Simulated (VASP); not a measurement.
Here is a VASP 6.6.1 calculation.

Contents of INCAR:

```
SYSTEM = Ge
  PREC = Accurate
  ENCUT = 520
  EDIFF = 1E-6
  ISMEAR = -1
  SIGMA = 0.05
  LREAL = .FALSE.
  LASPH = .TRUE.
  NELM = 60
  ALGO = Normal
  ISIF = 2
  LWAVE = .FALSE.
  LCHARG = .TRUE.
  GGA = PE
  IVDW = 12
  LELF = .TRUE.
  LVHAR = .TRUE.
  NBANDS = 13
```

File KPOINTS:

```
Automatic mesh
0
G
  12 12 12
  0 0 0
```

POSCAR

```
Ge
1.0
   -1.5562104751      1.5562104751      1.9241384909
    1.5562104751     -1.5562104751      1.9241384909
    1.5562104751      1.5562104751     -1.9241384909
Ge
1
Direct
    0.5000000000      0.5000000000      0.0000000000
```

Potentials or basis: VASP PAW PBE potentials, release 64 (Ge_d).

The run is started by

```bash
$ cat potpaw_PBE.64/Ge_d/POTCAR > POTCAR
$ mpirun -np 1 vasp_std > vasp.out
```

**Question.** Predict the band gap on the k mesh.

**Answer.** Zero (band 7 reaches 15.91 eV, above the bottom of band 8 at 4.21 eV).

**Question.** Estimate the dispersion energy per atom.

**Answer.** -0.355 eV.

**Question.** Predict the pressure.

**Answer.** 0.0 GPa.

Caveat: pairwise dispersion overbinds metals, which lowers pressure and volume.
